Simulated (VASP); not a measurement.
# TaN (P6_3mc) in VASP: single point with LDA

Aim: the single point of TaN with LDA.

All numbers are computed with VASP 6.6.1; they aren't measurements. Logs are shortened: lines on timing, memory, paths and dates and some standing lists are left out, and cuts for length are marked.

### 1 The cell of the first run

Symmetry: P6_3mc, No. 186, hexagonal system. Conventional cell: a = 3.104 Å, b = 3.104 Å, c = 6.010 Å, α = 90.00°, β = 90.00°, γ = 120.00°. Ta (site symmetry 3m) has 4 N at 1.96 to 2.08 Å within 2.6 Å. N (site symmetry 3m) has 4 Ta at 1.96 to 2.08 Å within 2.6 Å.

### 2 Single point, LDA

File INCAR:

```
PREC = Accurate
ENCUT = 520
EDIFF = 1E-7
ISMEAR = 0
SIGMA = 0.15
LREAL = F
LASPH = T
NELM = 80
ALGO = Normal
ISIF = 2
LWAVE = F
LCHARG = F
NBANDS = 42
```

File KPOINTS:

```
regular mesh
0
Gamma
  14 14 4
```

File POSCAR:

```
TaN
1.0
   -3.1035877079      0.0000000000      0.0000000000
   -1.5517938539     -2.6877857979      0.0000000000
    0.0000000000      0.0000000000     12.0200957435
Ta N
4 4
Direct
    0.3333333333      0.3333333333      0.0148751535
    0.3333333333      0.3333333333      0.5148751535
    0.6666666667      0.6666666667      0.2648751535
    0.6666666667      0.6666666667      0.7648751535
    0.3333333333      0.3333333333      0.1776248465
    0.3333333333      0.3333333333      0.6776248465
    0.6666666667      0.6666666667      0.4276248465
    0.6666666667      0.6666666667      0.9276248465
```

Potentials or basis: VASP PAW LDA potentials, release 64 (Ta_pv, N).

Command:

```
cat potpaw_LDA.64/Ta_pv/POTCAR potpaw_LDA.64/N/POTCAR > POTCAR
mpirun -np 1 vasp_std > vasp.out
```

OUTCAR:

```text
PREC = Accurate
   ENCUT = 520
   EDIFF = 1E-7
   ISMEAR = 0
   LREAL = F
   LASPH = T
   NELM = 80
   ISIF = 2

 ion  position               nearest neighbor table
   1  0.333  0.333  0.015-   5 1.96   8 2.08   8 2.08   8 2.08   3 3.50   4 3.50   4 3.50   3 3.50
                             3 3.50   4 3.50
   2  0.333  0.333  0.515-   6 1.96   7 2.08   7 2.08   7 2.08   3 3.50   4 3.50   4 3.50   3 3.50
                             3 3.50   4 3.50
   3  0.667  0.667  0.265-   7 1.96   5 2.08   5 2.08   5 2.08   2 3.50   1 3.50   1 3.50   2 3.50
                             1 3.50   2 3.50
   4  0.667  0.667  0.765-   8 1.96   6 2.08   6 2.08   6 2.08   2 3.50   1 3.50   1 3.50   2 3.50
                             1 3.50   2 3.50
   5  0.333  0.333  0.178-   1 1.96   3 2.08   3 2.08   3 2.08
   6  0.333  0.333  0.678-   2 1.96   4 2.08   4 2.08   4 2.08
   7  0.667  0.667  0.428-   3 1.96   2 2.08   2 2.08   2 2.08
   8  0.667  0.667  0.928-   4 1.96   1 2.08   1 2.08   1 2.08

  LATTYP: Found a hexagonal cell.
 ALAT       =     3.1035877079
 C/A-ratio  =     3.8729679567

  Lattice vectors:

 A1 = (   1.5517938539,   2.6877857979,   0.0000000000)
 A2 = (  -3.1035877079,   0.0000000000,   0.0000000000)
 A3 = (   0.0000000000,   0.0000000000,  12.0200957435)

Analysis of symmetry for initial positions (statically):
=====================================================================
 Subroutine PRICEL returns following result:

  LATTYP: Found a hexagonal cell.
 ALAT       =     3.1035877079
 C/A-ratio  =     1.9364839784

  Lattice vectors:

 A1 = (   1.5517938539,   2.6877857979,   0.0000000000)
 A2 = (  -3.1035877079,   0.0000000000,   0.0000000000)
 A3 = (   0.0000000000,   0.0000000000,   6.0100478718)

   2 primitive cells build up your supercell.

 Routine SETGRP: Setting up the symmetry group for a
 hexagonal supercell.

 Subroutine GETGRP returns: Found 12 space group operations
 (whereof  6 operations were pure point group operations)
 out of a pool of 24 trial point group operations.

The static configuration has the point symmetry C_3v.
 The point group associated with its full space group is C_6v.

Analysis of symmetry for dynamics (positions and initial velocities):
=====================================================================
 Subroutine PRICEL returns following result:

  LATTYP: Found a hexagonal cell.
 ALAT       =     3.1035877079
 C/A-ratio  =     1.9364839784

  Lattice vectors:

 A1 = (   1.5517938539,   2.6877857979,   0.0000000000)
 A2 = (  -3.1035877079,   0.0000000000,   0.0000000000)
 A3 = (   0.0000000000,   0.0000000000,   6.0100478718)

   2 primitive cells build up your supercell.

 Routine SETGRP: Setting up the symmetry group for a
 hexagonal supercell.

 Subroutine GETGRP returns: Found 12 space group operations
 (whereof  6 operations were pure point group operations)
 out of a pool of 24 trial point group operations.

The dynamic configuration has the point symmetry C_3v.
 The point group associated with its full space group is C_6v.

 Subroutine INISYM returns: Found 12 space group operations
 (whereof  6 operations are pure point group operations),
 and found     2 'primitive' translations

----------------------------------------------------------------------------------------

                                     Primitive cell

  volume of cell :      50.1345

  direct lattice vectors                    reciprocal lattice vectors
     1.551793854  2.687785798  0.000000000     0.000000000  0.372053458  0.000000000
    -3.103587708  0.000000000  0.000000000    -0.322207746  0.186026729  0.000000000
     0.000000000  0.000000000  6.010047872     0.000000000  0.000000000  0.166388026

  length of vectors
     3.103587708  3.103587708  6.010047872     0.372053458  0.372053458  0.166388026

  position of ions in fractional coordinates (direct lattice)
     0.666666667  0.333333333  0.029750307
     0.333333333  0.666666667  0.529750307
     0.666666667  0.333333333  0.355249693
     0.333333333  0.666666667  0.855249693

  ion indices of the primitive-cell ions
   primitive index   ion index
                 1           1
                 2           3
                 3           5
                 4           8

----------------------------------------------------------------------------------------

 KPOINTS: regular mesh

Automatic generation of k-mesh.
 Grid dimensions read from file:
 generate k-points for:   14   14    4

 Generating k-lattice:

  Cartesian coordinates                     Fractional coordinates (reciprocal lattice)
    -0.023014839  0.013287623  0.000000000     0.071428571 -0.000000000  0.000000000
     0.000000000 -0.026575247  0.000000000     0.000000000  0.071428571  0.000000000
     0.000000000  0.000000000  0.020798503     0.000000000  0.000000000  0.250000000

  Length of vectors
     0.026575247  0.026575247  0.020798503

  Shift w.r.t. Gamma in fractional coordinates (k-lattice)
     0.000000000  0.000000000  0.000000000

 Subroutine IBZKPT returns following result:
 ===========================================

 Found     72 irreducible k-points:

 Following reciprocal coordinates:
            Coordinates               Weight
  0.000000  0.000000  0.000000      1.000000
  0.071429  0.000000  0.000000      6.000000
  0.142857 -0.000000  0.000000      6.000000
  0.214286  0.000000  0.000000      6.000000
  0.285714  0.000000  0.000000      6.000000
  0.357143  0.000000  0.000000      6.000000
[... 16 lines left out ...]
 -0.428571  0.285714  0.000000      6.000000
 -0.357143  0.285714  0.000000      6.000000
 [... further k-points ...]
   k-points           NKPTS =     72   k-points in BZ     NKDIM =     72   number of bands    NBANDS=     42
   number of dos      NEDOS =    301   number of ions     NIONS =      8
   total plane-waves  NPLWV =  51840
   dimension x,y,z NGX =    24 NGY =   24 NGZ =   90
   dimension x,y,z NGXF=    48 NGYF=   48 NGZF=  180
   ions per type =               4   4
   NGX,Y,Z   is equivalent  to a cutoff of  12.86, 12.86, 12.45 a.u.
   NGXF,Y,Z  is equivalent  to a cutoff of  25.71, 25.71, 24.90 a.u.
 SYSTEM =  unknown system
   PREC   = accura    normal or accurate (medium, high low for compatibility)
   ISTART =      0    job   : 0-new  1-cont  2-samecut
   ICHARG =      2    charge: 1-file 2-atom 10-const
   ISPIN  =      1    spin polarized calculation?
   LNONCOLLINEAR =      F non collinear calculations
   LSORBIT =      F    spin-orbit coupling
   LASPH  =      T    aspherical Exc in radial PAW
   ENCUT  =  520.0 eV  38.22 Ry    6.18 a.u.   5.77  5.77 22.35*2*pi/ulx,y,z
   NELM   =     80;   NELMIN=  2; NELMDL= -5     # of ELM steps
   EDIFF  = 0.1E-06   stopping-criterion for ELM
   LREAL  =      F    real-space projection
   EDIFFG = 0.1E-05   stopping-criterion for IOM
   NSW    =      0    number of steps for IOM
   IBRION =     -1    ionic relax: 0-MD 1-quasi-New 2-CG
   NFREE  =      0    steps in history (QN), initial steepest desc. (CG)
   ISIF   =      2    stress and relaxation
   ISYM   =      2    0-nonsym 1-usesym 2-fastsym
   POTIM  = 0.5000    time-step for ionic-motion
   TEBEG  =    0.0;   TEEND  =   0.0 temperature during run
   PSTRESS=    0.0 pullay stress
   NELECT =      64.0000    total number of electrons
   NUPDOWN=      -1.0000    fix difference up-down
   EMIN   =  10.00;   EMAX   =-10.00  energy-range for DOS
   EFERMI =   0.00;   METHOD = LEGACY
   ISMEAR =     0;   SIGMA  =   0.15  broadening in eV -4-tet -1-fermi 0-gaus
   EFERMI_NEDOS =   21; number of points for ismear=-14 and -15
   IALGO  =     38    algorithm
   IMIX   =      4    mixing-type and parameters
     AMIX     =   0.40;   BMIX     =  1.00
     AMIX_MAG =   1.60;   BMIX_MAG =  1.00
  volume/ion in A,a.u.               =      12.53        84.58
  Fermi-wavevector in a.u.,A,eV,Ry     =   1.409546  2.663656 27.032330  1.986820
  Thomas-Fermi vector in A             =   2.531591
   LORBIT       =      0    0 simple, 1 ext, 2 COOP (PROOUT), +10 PAW based schemes
   GGA     = CA    functional components
   LHFCALC =     F    Hartree Fock is set to
   AEXX    =    0.0000 exact exchange contribution
   IVDW    =     0    specifies the selected vdW correction
   LEPSILON=     F    determine dielectric tensor
   LRPA    =     F    only Hartree local field effects (RPA)
 non-spin polarized calculation
 Gauss-broadening in eV      SIGMA  =   0.15
  energy-cutoff  :      520.00
  volume of cell :      100.27
 maximum number of plane-waves:      2736
   NGX = 11   NGY = 11   NGZ = 45

 number of electron      64.0000007 magnetization

 Free energy of the ion-electron system (eV)
  ---------------------------------------------------
  ext. energy  EPLUGINS =         0.00000000
  ---------------------------------------------------
  free energy    TOTEN  =       -95.07622229 eV

  energy without entropy =      -95.05701149  energy(sigma->0) =      -95.06661689

 E-fermi :   6.7420     XC(G=0): -12.5926

 val. band max:        6.7089950800   @ k =  -0.4286   0.2857   0.2500
 cond. band min:       6.7763846564   @ k =  -0.4286   0.2857   0.5000
 fundamental gap:      0.0673895764
 Fermi energy:         6.7420149375

 k-point     1 :       0.0000    0.0000    0.0000
  band No.  band energies     occupation
      1     -28.6786      2.00000
      2     -28.4810      2.00000
      3     -28.4810      2.00000
      4     -28.2739      2.00000
      5     -27.9863      2.00000
      6     -27.9863      2.00000
[... 34 lines left out ...]
     41       9.6632      0.00000
     42       9.6632      0.00000

 k-point     2 :       0.0714    0.0000    0.0000
  band No.  band energies     occupation
      1     -28.6693      2.00000
      2     -28.4767      2.00000
      3     -28.4767      2.00000
      4     -28.2731      2.00000
      5     -28.0192      2.00000
      6     -28.0016      2.00000
[... 979 lines left out ...]
     41      10.6469      0.00000
     42      11.0674      0.00000

 k-point    24 :      -0.3571    0.2857    0.0000
  band No.  band energies     occupation
      1     -28.5305      2.00000
      2     -28.5305      2.00000
      3     -28.5012      2.00000
      4     -28.4827      2.00000
      5     -28.3898      2.00000
      6     -28.3637      2.00000
[... 34 lines left out ...]
     41      10.6011      0.00000
     42      11.2986      0.00000

 [... further k-points ...]
[... 5 lines left out ...]
  --------------------------------------------------------------------------------------
  -------------------------------------------------------------------------------------
  Total        0.7754917      0.7754917      1.2673825     -0.0000000     -0.0000000      0.0000000
  in kB       12.3914216     12.3914216     20.2512428     -0.0000000     -0.0000000      0.0000000
  external PRESSURE =      15.0113620 kB  Pullay stress =       0.0000000 kB

 VOLUME and BASIS-vectors are now :
 -----------------------------------------------------------------------------
  energy-cutoff  :      520.00
  volume of cell :      100.27
      direct lattice vectors                 reciprocal lattice vectors
    -3.103587708  0.000000000  0.000000000    -0.322207746  0.186026729  0.000000000
    -1.551793854 -2.687785798  0.000000000     0.000000000 -0.372053458  0.000000000
     0.000000000  0.000000000 12.020095744     0.000000000  0.000000000  0.083194013

 POSITION                                       TOTAL-FORCE (eV/Angst)
 -----------------------------------------------------------------------------------
     -1.55179     -0.89593      0.17880         0.000000     -0.000000     -0.018206
     -1.55179     -0.89593      6.18885        -0.000000      0.000000     -0.018206
     -3.10359     -1.79186      3.18382        -0.000000     -0.000000     -0.018206
     -3.10359     -1.79186      9.19387        -0.000000      0.000000     -0.018206
     -1.55179     -0.89593      2.13507         0.000000      0.000000      0.018206
     -1.55179     -0.89593      8.14512         0.000000      0.000000      0.018206
     -3.10359     -1.79186      5.14009        -0.000000     -0.000000      0.018206
     -3.10359     -1.79186     11.15014        -0.000000     -0.000000      0.018206
 -----------------------------------------------------------------------------------
    total drift:                                0.000000      0.000000      0.000431

  FREE ENERGIE OF THE ION-ELECTRON SYSTEM (eV)
  ---------------------------------------------------
  free  energy   TOTEN  =       -95.0762222945 eV

  energy  without entropy=      -95.0570114932  energy(sigma->0) =      -95.06661689
```

It took 4.7 min on 1 thread of Intel Xeon 6975P-C, shared host; peak memory 0.34 GiB.

Results:

```
Free energy            : -95.0762 eV
Pressure               : 1.5 GPa
Largest force          : 0.018 eV/Å
Band gap on the k mesh : zero (band 32 reaches 6.87 eV, above the bottom of band 33 at 6.56 eV)
```

Forces in eV/Å, atoms in the order of the input:
```
Ta   0.000  0.000 -0.018
Ta   0.000  0.000 -0.018
Ta   0.000  0.000 -0.018
Ta   0.000  0.000 -0.018
N    0.000  0.000  0.018
N    0.000  0.000  0.018
N    0.000  0.000  0.018
N    0.000  0.000  0.018
```

Stress tensor (GPa, compression positive):
```
1.24 0.00 0.00
0.00 1.24 0.00
0.00 0.00 2.03
```

Caveat: spin-orbit coupling is left out, which moves the levels of the heavy elements.
